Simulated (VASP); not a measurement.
# Rh (P6_3/mmc) in VASP: further runs, part 2 of 3

VASP 6.6.1. Earlier steps stand in the parts before.

## 4. Single point, LDA

This run uses another cell than the first one, of 12.29 Å³/atom.

File INCAR:

```
SYSTEM = Rh
ALGO = Fast
EDIFF = 1E-7
ENCUT = 520
ISIF = 2
ISMEAR = 0
LASPH = .True.
LCHARG = .False.
LREAL = .False.
LWAVE = .False.
NBANDS = 38
NELM = 100
PREC = Accurate
SIGMA = 0.15
```

File KPOINTS:

```
k-points
0
Gamma
  18 18 6
  0 0 0
```

File POSCAR:

```
Rh
1.0
    2.6307000000      0.0000000000      0.0000000000
   -1.3153500000      2.2782530297      0.0000000000
    0.0000000000      0.0000000000      8.2046000000
Rh
4
Direct
    0.0000000000      0.0000000000      0.0000000000
    0.3333333333      0.6666666667      0.2500000000
    0.0000000000      0.0000000000      0.5000000000
    0.6666666667      0.3333333333      0.7500000000
```

Potentials or basis: VASP PAW LDA potentials, release 64 (Rh_pv).

Run with:

```sh
$ cat potpaw_LDA.64/Rh_pv/POTCAR > POTCAR
$ mpirun -np 1 vasp_std > vasp.out
```

OUTCAR:

```text
SYSTEM = Rh
   EDIFF = 1E-7
   ENCUT = 520
   ISIF = 2
   ISMEAR = 0
   LASPH = .True.
   LREAL = .False.
   NELM = 100
   PREC = Accurate

 ion  position               nearest neighbor table
   1  0.000  0.000  0.000-   2 2.55   4 2.55   2 2.55   4 2.55   4 2.55   2 2.55
   2  0.333  0.667  0.250-   1 2.55   3 2.55   1 2.55   3 2.55   1 2.55   3 2.55
   3  0.000  0.000  0.500-   2 2.55   4 2.55   2 2.55   4 2.55   4 2.55   2 2.55
   4  0.667  0.333  0.750-   1 2.55   3 2.55   1 2.55   3 2.55   1 2.55   3 2.55

  LATTYP: Found a hexagonal cell.
 ALAT       =     2.6307000000
 C/A-ratio  =     3.1187896758

  Lattice vectors:

 A1 = (   2.6307000000,   0.0000000000,   0.0000000000)
 A2 = (  -1.3153500000,   2.2782530297,   0.0000000000)
 A3 = (   0.0000000000,   0.0000000000,   8.2046000000)

Analysis of symmetry for initial positions (statically):
=====================================================================
 Subroutine PRICEL returns:
 Original cell was already a primitive cell.

 Routine SETGRP: Setting up the symmetry group for a
 hexagonal supercell.

 Subroutine GETGRP returns: Found 24 space group operations
 (whereof 12 operations were pure point group operations)
[... 173 lines left out ...]

 val. band max:       13.9546654572   @ k =   0.3333   0.1111   0.1667
 cond. band min:      13.9592923494   @ k =   0.3889   0.0000   0.1667
 fundamental gap:      0.0046268921
 Fermi energy:        13.9588457350

 k-point     1 :       0.0000    0.0000    0.0000
  band No.  band energies     occupation
      1     -33.6298      2.00000
      2     -33.0424      2.00000
      3     -33.0416      2.00000
      4     -32.6374      2.00000
      5     -32.6374      2.00000
      6     -32.5603      2.00000
[... 973 lines left out ...]
     37      24.3842      0.00000
     38      24.4202      0.00000

 [... further k-points ...]

------------------------ aborting loop because EDIFF is reached ----------------------------------------

  FORCE on cell =-STRESS in cart. coord.  units (eV):
  Direction    XX          YY          ZZ          XY          YZ          ZX
  --------------------------------------------------------------------------------------
  -------------------------------------------------------------------------------------
  Total        7.1154800      7.1154800     14.1615411      0.0000000      0.0000000      0.0000000
  in kB      231.8377150    231.8377150    461.4136141      0.0000000      0.0000000      0.0000000
  external PRESSURE =     308.3630147 kB  Pullay stress =       0.0000000 kB

 VOLUME and BASIS-vectors are now :
 -----------------------------------------------------------------------------
  energy-cutoff  :      520.00
  volume of cell :       49.17
      direct lattice vectors                 reciprocal lattice vectors
     2.630700000  0.000000000  0.000000000     0.380126962  0.219466404  0.000000000
    -1.315350000  2.278253030  0.000000000     0.000000000  0.438932808  0.000000000
     0.000000000  0.000000000  8.204600000     0.000000000  0.000000000  0.121882846

 POSITION                                       TOTAL-FORCE (eV/Angst)
 -----------------------------------------------------------------------------------
      0.00000      0.00000      0.00000         0.000000      0.000000      0.000000
     -0.00000      1.51884      2.05115        -0.000000      0.000000     -0.000000
      0.00000      0.00000      4.10230         0.000000      0.000000      0.000000
      1.31535      0.75942      6.15345         0.000000     -0.000000      0.000000
 -----------------------------------------------------------------------------------
    total drift:                                0.000000     -0.000000      0.000000

  FREE ENERGIE OF THE ION-ELECTRON SYSTEM (eV)
  ---------------------------------------------------
  free  energy   TOTEN  =       -34.2317178657 eV

  energy  without entropy=      -34.1797826415  energy(sigma->0) =      -34.20575025
```

OSZICAR:

```text
N       E                     dE             d eps       ncg     rms          rms(c)
DAV:   1     0.784532210981E+03    0.78453E+03   -0.36369E+04 11368   0.187E+03
DAV:   2    -0.949945002575E+01   -0.79403E+03   -0.77082E+03 11728   0.587E+02
DAV:   3    -0.360855203994E+02   -0.26586E+02   -0.25976E+02 12472   0.118E+02
DAV:   4    -0.363364786950E+02   -0.25096E+00   -0.25080E+00 12538   0.116E+01
DAV:   5    -0.363407213500E+02   -0.42427E-02   -0.42426E-02 12522   0.152E+00    0.287E+01
RMM:   6    -0.343660737888E+02    0.19746E+01   -0.50432E+00 11334   0.152E+01    0.111E+01
RMM:   7    -0.342788316803E+02    0.87242E-01   -0.59770E-01 11664   0.422E+00    0.375E+00
RMM:   8    -0.342822208197E+02   -0.33891E-02   -0.17592E-01 11679   0.263E+00    0.284E+00
RMM:   9    -0.342336796502E+02    0.48541E-01   -0.69854E-02 11520   0.200E+00    0.781E-01
RMM:  10    -0.342316647240E+02    0.20149E-02   -0.53372E-03 12048   0.549E-01    0.432E-02
RMM:  11    -0.342317150512E+02   -0.50327E-04   -0.50145E-04 12451   0.171E-01    0.214E-02
RMM:  12    -0.342317157638E+02   -0.71260E-06   -0.83146E-05 13004   0.751E-02    0.805E-03
RMM:  13    -0.342317174950E+02   -0.17312E-05   -0.21129E-05 14237   0.326E-02    0.373E-03
RMM:  14    -0.342317178903E+02   -0.39524E-06   -0.39948E-06 12419   0.175E-02    0.337E-03
RMM:  15    -0.342317178073E+02    0.82917E-07   -0.20649E-06 12095   0.120E-02    0.867E-04
RMM:  16    -0.342317178657E+02   -0.58355E-07   -0.69405E-07 10594   0.604E-03
   1 F= -.34231718E+02 E0= -.34205750E+02  d E =-.519352E-01
```

It took 5 min on 1 thread of AMD EPYC 7R43 (Zen 3), shared host; peak memory 0.25 GiB.

What came out:

```
Free energy            : -34.2317 eV
Pressure               : 30.8 GPa
Band gap on the k mesh : zero (bands 30 and 31 overlap by 2.27 eV)
```

Levels at points of the mesh, in eV from the Fermi level:
| k point | band 26 | band 27 | band 28 | band 29 | band 30 | band 31 | band 32 | band 33 | band 34 | band 35 |
| --- | --- | --- | --- | --- | --- | --- | --- | --- | --- | --- |
| (0.00, 0.00, 0.00) | -3.17 | -3.17 | -1.93 | -1.93 | -1.27 | -1.27 | -0.39 | -0.39 | 0.60 | 0.60 |
| (0.50, 0.00, 0.00) | 0.42 | 0.54 | 0.57 | 0.79 | 0.84 | 1.04 | 1.05 | 1.12 | 2.27 | 4.70 |
| (0.00, 0.00, 0.50) | -3.60 | -1.46 | -1.46 | -1.46 | -1.46 | -1.01 | -1.01 | 0.09 | 0.09 | 0.09 |
| (0.50, 0.00, 0.50) | -1.19 | -0.14 | -0.14 | 0.47 | 0.47 | 0.83 | 0.83 | 3.09 | 3.09 | 4.59 |

Caveat: the stress differs along the axes, from 23 to 46 GPa.

## 5. Single point, LDA

This run uses another cell than the first one, of 12.39 Å³/atom.

File INCAR:

```
SYSTEM = Rh
  ALGO = Fast
  EDIFF = 1E-6
  ENCUT = 520
  ISIF = 2
  ISMEAR = 0
  LASPH = .True.
  LCHARG = .False.
  LREAL = .False.
  LWAVE = .False.
  NBANDS = 38
  NELM = 80
  PREC = Accurate
  SIGMA = 0.15
```

KPOINTS is that of step 4.

File POSCAR:

```
Rh
1.0
    2.6041000000      0.0000000000      0.0000000000
   -1.3020500000      2.2552167540      0.0000000000
    0.0000000000      0.0000000000      8.4358000000
Rh
4
Direct
    0.0000000000      0.0000000000      0.0000000000
    0.3333333333      0.6666666667      0.2500000000
    0.0000000000      0.0000000000      0.5000000000
    0.6666666667      0.3333333333      0.7500000000
```

Potentials or basis: VASP PAW LDA potentials, release 64 (Rh_pv).

Run with:

```sh
$ cat potpaw_LDA.64/Rh_pv/POTCAR > POTCAR
$ mpirun -np 1 vasp_std > vasp.out
```

OUTCAR:

```text
SYSTEM = Rh
   EDIFF = 1E-6
   ENCUT = 520
   ISIF = 2
   ISMEAR = 0
   LASPH = .True.
   LREAL = .False.
   NELM = 80
   PREC = Accurate

 ion  position               nearest neighbor table
   1  0.000  0.000  0.000-   2 2.59   4 2.59   4 2.59   2 2.59   4 2.59   2 2.59
   2  0.333  0.667  0.250-   1 2.59   3 2.59   1 2.59   3 2.59   1 2.59   3 2.59
   3  0.000  0.000  0.500-   2 2.59   4 2.59   4 2.59   2 2.59   4 2.59   2 2.59
   4  0.667  0.333  0.750-   1 2.59   3 2.59   1 2.59   3 2.59   1 2.59   3 2.59

  LATTYP: Found a hexagonal cell.
 ALAT       =     2.6041000000
 C/A-ratio  =     3.2394301294

  Lattice vectors:

 A1 = (   2.6041000000,   0.0000000000,   0.0000000000)
 A2 = (  -1.3020500000,   2.2552167540,   0.0000000000)
 A3 = (   0.0000000000,   0.0000000000,   8.4358000000)

Analysis of symmetry for initial positions (statically):
=====================================================================
 Subroutine PRICEL returns:
 Original cell was already a primitive cell.

 Routine SETGRP: Setting up the symmetry group for a
 hexagonal supercell.

 Subroutine GETGRP returns: Found 24 space group operations
 (whereof 12 operations were pure point group operations)
 out of a pool of 24 trial point group operations.

The static configuration has the point symmetry D_3d.
 The point group associated with its full space group is D_6h.

Analysis of symmetry for dynamics (positions and initial velocities):
=====================================================================
 Subroutine PRICEL returns:
 Original cell was already a primitive cell.

 Routine SETGRP: Setting up the symmetry group for a
 hexagonal supercell.

 Subroutine GETGRP returns: Found 24 space group operations
 (whereof 12 operations were pure point group operations)
 out of a pool of 24 trial point group operations.

The dynamic configuration has the point symmetry D_3d.
 The point group associated with its full space group is D_6h.

 Subroutine INISYM returns: Found 24 space group operations
[... 122 lines left out ...]
  volume/ion in A,a.u.               =      12.39        83.58
  Fermi-wavevector in a.u.,A,eV,Ry     =   1.745023  3.297615 41.431176  3.045106
  Thomas-Fermi vector in A             =   2.816790
   LORBIT       =      0    0 simple, 1 ext, 2 COOP (PROOUT), +10 PAW based schemes
   GGA     = CA    functional components
   LHFCALC =     F    Hartree Fock is set to
   AEXX    =    0.0000 exact exchange contribution
   IVDW    =     0    specifies the selected vdW correction
   LEPSILON=     F    determine dielectric tensor
   LRPA    =     F    only Hartree local field effects (RPA)
 non-spin polarized calculation
 RMM-DIIS sequential band-by-band and
 Gauss-broadening in eV      SIGMA  =   0.15
  energy-cutoff  :      520.00
  volume of cell :       49.54
 maximum number of plane-waves:      1374
 NGX is ok and might be reduce to    20
   NGX =  9   NGY =  9   NGZ = 31

 number of electron      59.9999980 magnetization

 Free energy of the ion-electron system (eV)
  ---------------------------------------------------
  ext. energy  EPLUGINS =         0.00000000
  ---------------------------------------------------
  free energy    TOTEN  =       -34.40070619 eV

  energy without entropy =      -34.34721375  energy(sigma->0) =      -34.37395997

 E-fermi :  13.7921     XC(G=0): -15.0259

 val. band max:       13.7920872639   @ k =   0.3333   0.0556   0.1667
 cond. band min:      13.7978058254   @ k =   0.5000   0.0000   0.1667
 fundamental gap:      0.0057185615
 Fermi energy:        13.7921123234

 k-point     1 :       0.0000    0.0000    0.0000
  band No.  band energies     occupation
      1     -33.6668      2.00000
      2     -33.1413      2.00000
      3     -33.1338      2.00000
      4     -32.7373      2.00000
      5     -32.7373      2.00000
      6     -32.6750      2.00000
[... 973 lines left out ...]
     37      24.2110      0.00000
     38      24.2137      0.00000

 [... further k-points ...]

------------------------ aborting loop because EDIFF is reached ----------------------------------------

  FORCE on cell =-STRESS in cart. coord.  units (eV):
  Direction    XX          YY          ZZ          XY          YZ          ZX
  --------------------------------------------------------------------------------------
  -------------------------------------------------------------------------------------
  Total        7.7739970      7.7739970      8.8827928      0.0000000      0.0000000      0.0000000
  in kB      251.4101066    251.4101066    287.2684248      0.0000000      0.0000000      0.0000000
  external PRESSURE =     263.3628793 kB  Pullay stress =       0.0000000 kB

 VOLUME and BASIS-vectors are now :
 -----------------------------------------------------------------------------
  energy-cutoff  :      520.00
  volume of cell :       49.54
      direct lattice vectors                 reciprocal lattice vectors
     2.604100000  0.000000000  0.000000000     0.384009831  0.221708179  0.000000000
    -1.302050000  2.255216754  0.000000000     0.000000000  0.443416358  0.000000000
     0.000000000  0.000000000  8.435800000     0.000000000  0.000000000  0.118542403

 POSITION                                       TOTAL-FORCE (eV/Angst)
 -----------------------------------------------------------------------------------
      0.00000      0.00000      0.00000        -0.000000      0.000000     -0.000000
     -0.00000      1.50348      2.10895        -0.000000      0.000000     -0.000000
      0.00000      0.00000      4.21790        -0.000000      0.000000     -0.000000
      1.30205      0.75174      6.32685         0.000000     -0.000000      0.000000
 -----------------------------------------------------------------------------------
    total drift:                                0.000000     -0.000000      0.000000

  FREE ENERGIE OF THE ION-ELECTRON SYSTEM (eV)
  ---------------------------------------------------
  free  energy   TOTEN  =       -34.4007061943 eV

  energy  without entropy=      -34.3472137510  energy(sigma->0) =      -34.37395997
```

OSZICAR:

```text
N       E                     dE             d eps       ncg     rms          rms(c)
DAV:   1     0.782456824585E+03    0.78246E+03   -0.36406E+04 11392   0.187E+03
DAV:   2    -0.100457306337E+02   -0.79250E+03   -0.76943E+03 11736   0.585E+02
DAV:   3    -0.362960945962E+02   -0.26250E+02   -0.25699E+02 12414   0.117E+02
DAV:   4    -0.365384747488E+02   -0.24238E+00   -0.24220E+00 12528   0.115E+01
DAV:   5    -0.365426439392E+02   -0.41692E-02   -0.41691E-02 12552   0.151E+00    0.280E+01
RMM:   6    -0.345309275624E+02    0.20117E+01   -0.51988E+00 11323   0.154E+01    0.107E+01
RMM:   7    -0.344412786038E+02    0.89649E-01   -0.58293E-01 11655   0.413E+00    0.361E+00
RMM:   8    -0.344571742806E+02   -0.15896E-01   -0.16949E-01 11707   0.258E+00    0.279E+00
RMM:   9    -0.344028048024E+02    0.54369E-01   -0.70854E-02 11511   0.198E+00    0.784E-01
RMM:  10    -0.344006467115E+02    0.21581E-02   -0.60264E-03 12032   0.577E-01    0.393E-02
RMM:  11    -0.344007028099E+02   -0.56098E-04   -0.51276E-04 12391   0.171E-01    0.229E-02
RMM:  12    -0.344007046689E+02   -0.18590E-05   -0.70710E-05 13138   0.669E-02    0.719E-03
RMM:  13    -0.344007058788E+02   -0.12099E-05   -0.17582E-05 13289   0.298E-02    0.387E-03
RMM:  14    -0.344007061943E+02   -0.31542E-06   -0.46007E-06  9528   0.183E-02
   1 F= -.34400706E+02 E0= -.34373960E+02  d E =-.534924E-01
```

Wall time 5 min (1 thread of AMD EPYC 7R43 (Zen 3), shared host); peak memory 0.25 GiB.

What came out:

* Free energy: -34.4007 eV
* Pressure: 26.3 GPa
* Band gap on the k mesh: zero (bands 30 and 31 overlap by 2.37 eV)

Levels at points of the mesh, in eV from the Fermi level:
| k point | band 27 | band 28 | band 29 | band 30 | band 31 | band 32 | band 33 | band 34 |
| --- | --- | --- | --- | --- | --- | --- | --- | --- |
| (0.00, 0.00, 0.00) | -3.13 | -1.75 | -1.75 | -1.07 | -1.07 | -0.41 | -0.41 | 0.52 |
| (0.50, 0.00, 0.00) | 0.66 | 0.73 | 0.76 | 0.97 | 1.01 | 1.05 | 1.14 | 2.30 |
| (0.00, 0.00, 0.50) | -1.37 | -1.37 | -1.37 | -1.37 | -1.31 | -1.31 | 0.09 | 0.09 |
| (0.50, 0.00, 0.50) | -0.13 | -0.13 | 0.67 | 0.67 | 0.94 | 0.94 | 3.15 | 3.15 |

Caveat: the cell stands under pressure.

[end of part 2 of 3]
